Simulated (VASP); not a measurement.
# Si (P1) in VASP: single point with PBE

Aim: the single point of Si with PBE.

Everything below comes from runs of VASP 6.6.1. Logs are shortened: lines on timing, memory, paths and dates and some standing lists are left out, and cuts for length are marked.

### Step 1. The cell of the first run

The typed cell holds 8 atoms: a = 5.431 Å, b = 5.431 Å, c = 5.431 Å, α = 90.00°, β = 90.00°, γ = 90.00°.

### Step 2. Single point, PBE

INCAR reads:

```
SYSTEM = Si
ALGO = Normal
EDIFF = 1E-6
ENCUT = 500
GGA = PE
GGA_COMPAT = .FALSE.
ISIF = 2
ISMEAR = 0
LASPH = .TRUE.
LCHARG = .TRUE.
LELF = .TRUE.
LREAL = .FALSE.
LVHAR = .TRUE.
LWAVE = .FALSE.
NBANDS = 26
NELM = 120
PREC = Accurate
SIGMA = 0.01
```

KPOINTS reads:

```
k-points
0
G
  1 1 1
  0 0 0
```

POSCAR reads:

```
Si
1.0
    5.4310000000      0.0000000000      0.0000000000
    0.0000000000      5.4310000000      0.0000000000
    0.0000000000      0.0000000000      5.4310000000
Si
8
Direct
    0.0101580000     -0.0001210000     -0.0001550000
   -0.0001550000      0.4901020000      0.5001430000
    0.5001970000      0.0000710000      0.5150560000
    0.5000750000      0.4999930000      0.0000190000
    0.2498570000      0.2598170000      0.2501470000
    0.2501210000      0.7501860000      0.7400960000
    0.7600350000      0.2498660000      0.7501480000
    0.7500120000      0.7501470000      0.2501120000
```

Potentials or basis: VASP PAW PBE potentials, release 64 (Si).

The run is started by

```sh
$ cat potpaw_PBE.64/Si/POTCAR > POTCAR
$ mpirun -np 1 vasp_gam > vasp.out
```

OUTCAR:

```text
SYSTEM = Si
   EDIFF = 1E-6
   ENCUT = 500
   GGA = PE
   ISIF = 2
   ISMEAR = 0
   LASPH = .TRUE.
   LREAL = .FALSE.
   NELM = 120
   PREC = Accurate

 ion  position               nearest neighbor table
   1  0.010  1.000  1.000-   6 2.35   7 2.35   5 2.35   8 2.38
   2  1.000  0.490  0.500-   7 2.29   5 2.29   6 2.35   8 2.38
   3  0.500  0.000  0.515-   6 2.28   7 2.34   8 2.40   5 2.43
   4  0.500  0.500  0.000-   5 2.32   8 2.35   7 2.38   6 2.38
   5  0.250  0.260  0.250-   2 2.29   4 2.32   1 2.35   3 2.43
   6  0.250  0.750  0.740-   3 2.28   1 2.35   2 2.35   4 2.38
   7  0.760  0.250  0.750-   2 2.29   3 2.34   1 2.35   4 2.38
   8  0.750  0.750  0.250-   4 2.35   2 2.38   1 2.38   3 2.40

  LATTYP: Found a simple cubic cell.
 ALAT       =     5.4310000000

  Lattice vectors:

 A1 = (   5.4310000000,   0.0000000000,   0.0000000000)
 A2 = (   0.0000000000,   5.4310000000,   0.0000000000)
 A3 = (   0.0000000000,   0.0000000000,   5.4310000000)

Analysis of symmetry for initial positions (statically):
=====================================================================
 Subroutine PRICEL returns:
 Original cell was already a primitive cell.

 Routine SETGRP: Setting up the symmetry group for a
 simple cubic supercell.

 Subroutine GETGRP returns: Found  1 space group operations
 (whereof  1 operations were pure point group operations)
 out of a pool of 48 trial point group operations.

The static configuration has the point symmetry C_1 .

Analysis of symmetry for dynamics (positions and initial velocities):
=====================================================================
 Subroutine PRICEL returns:
 Original cell was already a primitive cell.

 Routine SETGRP: Setting up the symmetry group for a
 simple cubic supercell.

 Subroutine GETGRP returns: Found  1 space group operations
 (whereof  1 operations were pure point group operations)
 out of a pool of 48 trial point group operations.

The dynamic configuration has the point symmetry C_1 .

 Subroutine INISYM returns: Found  1 space group operations
 (whereof  1 operations are pure point group operations),
 and found     1 'primitive' translations

----------------------------------------------------------------------------------------

                                     Primitive cell

  volume of cell :     160.1915

  direct lattice vectors                    reciprocal lattice vectors
     5.431000000  0.000000000  0.000000000     0.184128153  0.000000000  0.000000000
     0.000000000  5.431000000  0.000000000     0.000000000  0.184128153  0.000000000
     0.000000000  0.000000000  5.431000000     0.000000000  0.000000000  0.184128153

  length of vectors
     5.431000000  5.431000000  5.431000000     0.184128153  0.184128153  0.184128153

  position of ions in fractional coordinates (direct lattice)
     0.010158000  0.999879000  0.999845000
     0.999845000  0.490102000  0.500143000
     0.500197000  0.000071000  0.515056000
     0.500075000  0.499993000  0.000019000
     0.249857000  0.259817000  0.250147000
     0.250121000  0.750186000  0.740096000
     0.760035000  0.249866000  0.750148000
     0.750012000  0.750147000  0.250112000

  ion indices of the primitive-cell ions
   primitive index   ion index
                 1           1
                 2           2
                 3           3
                 4           4
                 5           5
                 6           6
                 7           7
                 8           8

----------------------------------------------------------------------------------------

 KPOINTS: k-points

Automatic generation of k-mesh.
 Grid dimensions read from file:
 generate k-points for:    1    1    1

 Generating k-lattice:

  Cartesian coordinates                     Fractional coordinates (reciprocal lattice)
     0.184128153  0.000000000  0.000000000     1.000000000  0.000000000  0.000000000
     0.000000000  0.184128153  0.000000000     0.000000000  1.000000000  0.000000000
     0.000000000  0.000000000  0.184128153     0.000000000  0.000000000  1.000000000

  Length of vectors
     0.184128153  0.184128153  0.184128153

  Shift w.r.t. Gamma in fractional coordinates (k-lattice)
     0.000000000  0.000000000  0.000000000

 Subroutine IBZKPT returns following result:
 ===========================================

 Found      1 irreducible k-points:

 Following reciprocal coordinates:
            Coordinates               Weight
  0.000000  0.000000  0.000000      1.000000
   k-points           NKPTS =      1   k-points in BZ     NKDIM =      1   number of bands    NBANDS=     26
   number of dos      NEDOS =    301   number of ions     NIONS =      8
   total plane-waves  NPLWV =  64000
   dimension x,y,z NGX =    40 NGY =   40 NGZ =   40
   dimension x,y,z NGXF=    80 NGYF=   80 NGZF=   80
   ions per type =               8
   NGX,Y,Z   is equivalent  to a cutoff of  12.24, 12.24, 12.24 a.u.
   NGXF,Y,Z  is equivalent  to a cutoff of  24.49, 24.49, 24.49 a.u.
 SYSTEM =  Si
   PREC   = accura    normal or accurate (medium, high low for compatibility)
   ISTART =      0    job   : 0-new  1-cont  2-samecut
   ICHARG =      2    charge: 1-file 2-atom 10-const
   ISPIN  =      1    spin polarized calculation?
   LNONCOLLINEAR =      F non collinear calculations
   LSORBIT =      F    spin-orbit coupling
   LASPH  =      T    aspherical Exc in radial PAW
   ENCUT  =  500.0 eV  36.75 Ry    6.06 a.u.   9.90  9.90  9.90*2*pi/ulx,y,z
   NELM   =    120;   NELMIN=  2; NELMDL= -5     # of ELM steps
   EDIFF  = 0.1E-05   stopping-criterion for ELM
   LREAL  =      F    real-space projection
[... 7 lines left out ...]
   TEBEG  =    0.0;   TEEND  =   0.0 temperature during run
   PSTRESS=    0.0 pullay stress
   NELECT =      32.0000    total number of electrons
   NUPDOWN=      -1.0000    fix difference up-down
   EMIN   =  10.00;   EMAX   =-10.00  energy-range for DOS
   EFERMI =   0.00;   METHOD = LEGACY
   ISMEAR =     0;   SIGMA  =   0.01  broadening in eV -4-tet -1-fermi 0-gaus
   EFERMI_NEDOS =   21; number of points for ismear=-14 and -15
   IALGO  =     38    algorithm
   IMIX   =      4    mixing-type and parameters
     AMIX     =   0.40;   BMIX     =  1.00
     AMIX_MAG =   1.60;   BMIX_MAG =  1.00
  volume/ion in A,a.u.               =      20.02       135.13
  Fermi-wavevector in a.u.,A,eV,Ry     =   0.956999  1.808467 12.460868  0.915848
  Thomas-Fermi vector in A             =   2.085978
   LORBIT       =      0    0 simple, 1 ext, 2 COOP (PROOUT), +10 PAW based schemes
   GGA     = PE    functional components
   LHFCALC =     F    Hartree Fock is set to
   AEXX    =    0.0000 exact exchange contribution
   IVDW    =     0    specifies the selected vdW correction
   LEPSILON=     F    determine dielectric tensor
   LRPA    =     F    only Hartree local field effects (RPA)
 non-spin polarized calculation
 Gauss-broadening in eV      SIGMA  =   0.01
  energy-cutoff  :      500.00
  volume of cell :      160.19
 maximum number of plane-waves:      2034
 NGX is ok and might be reduce to    40
   NGX = 19   NGY = 19   NGZ = 19

 number of electron      32.0000003 magnetization

 Free energy of the ion-electron system (eV)
  ---------------------------------------------------
  ext. energy  EPLUGINS =         0.00000000
  ---------------------------------------------------
  free energy    TOTEN  =       -33.06784313 eV

  energy without entropy =      -33.06784313  energy(sigma->0) =      -33.06784313

 E-fermi :   6.3663     XC(G=0):  -9.1986

 val. band max:        6.3202217916   @ k =   0.0000   0.0000   0.0000
 cond. band min:       6.5881650834   @ k =   0.0000   0.0000   0.0000
 fundamental gap:      0.2679432918
 Fermi energy:         6.3662973928

 k-point     1 :       0.0000    0.0000    0.0000
  band No.  band energies     occupation
      1      -5.8859      2.00000
      2      -1.9260      2.00000
      3      -1.8365      2.00000
      4      -1.7380      2.00000
      5      -1.6790      2.00000
      6      -1.5922      2.00000
[... 18 lines left out ...]
     25       8.7042      0.00000
     26       9.5224      0.00000

------------------------ aborting loop because EDIFF is reached ----------------------------------------

  FORCE on cell =-STRESS in cart. coord.  units (eV):
  Direction    XX          YY          ZZ          XY          YZ          ZX
  --------------------------------------------------------------------------------------
  -------------------------------------------------------------------------------------
  Total       10.9192108     10.6242441     10.7885548      1.4402919     -0.0431430     -1.0639030
  in kB      109.2100048    106.2598535    107.9032307     14.4052793     -0.4315008    -10.6407739
  external PRESSURE =     107.7910297 kB  Pullay stress =       0.0000000 kB

 VOLUME and BASIS-vectors are now :
 -----------------------------------------------------------------------------
  energy-cutoff  :      500.00
  volume of cell :      160.19
      direct lattice vectors                 reciprocal lattice vectors
     5.431000000  0.000000000  0.000000000     0.184128153  0.000000000  0.000000000
     0.000000000  5.431000000  0.000000000     0.000000000  0.184128153  0.000000000
     0.000000000  0.000000000  5.431000000     0.000000000  0.000000000  0.184128153

 POSITION                                       TOTAL-FORCE (eV/Angst)
 -----------------------------------------------------------------------------------
      0.05517      5.43034      5.43016         0.160091     -0.083010      0.023122
      5.43016      2.66174      2.71628        -0.325175      0.855292     -0.580664
      2.71657      0.00039      2.79727         0.307507      0.740343     -0.880980
      2.71591      2.71546      0.00010         0.195525      0.347549     -0.722144
      1.35697      1.41107      1.35855         0.502762     -0.760374      0.376058
      1.35841      4.07426      4.01946        -0.421735     -0.942122      0.526839
      4.12775      1.35702      4.07405        -0.222355     -0.308421      0.943536
      4.07332      4.07405      1.35836        -0.196619      0.150743      0.314233
 -----------------------------------------------------------------------------------
    total drift:                                0.000039      0.000000     -0.000029

  FREE ENERGIE OF THE ION-ELECTRON SYSTEM (eV)
  ---------------------------------------------------
  free  energy   TOTEN  =       -33.0678431253 eV

  energy  without entropy=      -33.0678431253  energy(sigma->0) =      -33.06784313
```

Wall time 9.9 s (1 thread of Intel Xeon Platinum 8259CL at 2.50GHz (Skylake/Cascade Lake), shared host); peak memory 0.21 GiB.

Results:

- Free energy: -33.0678 eV
- Pressure: 10.8 GPa
- Largest force: 1.191 eV/Å
- Band gap on the k mesh: 0.27 eV

Forces on the atoms (eV/Å):
```
Si   0.160 -0.083  0.023
Si  -0.325  0.855 -0.581
Si   0.308  0.740 -0.881
Si   0.196  0.348 -0.722
Si   0.503 -0.760  0.376
Si  -0.422 -0.942  0.527
Si  -0.222 -0.308  0.944
Si  -0.197  0.151  0.314
```

Caveat: the k points lie up to 1.16 Å⁻¹ apart; forces of over 1 eV/Å act on the atoms, so gaps and moduli don't describe the material at rest. A k mesh can miss the band edges.
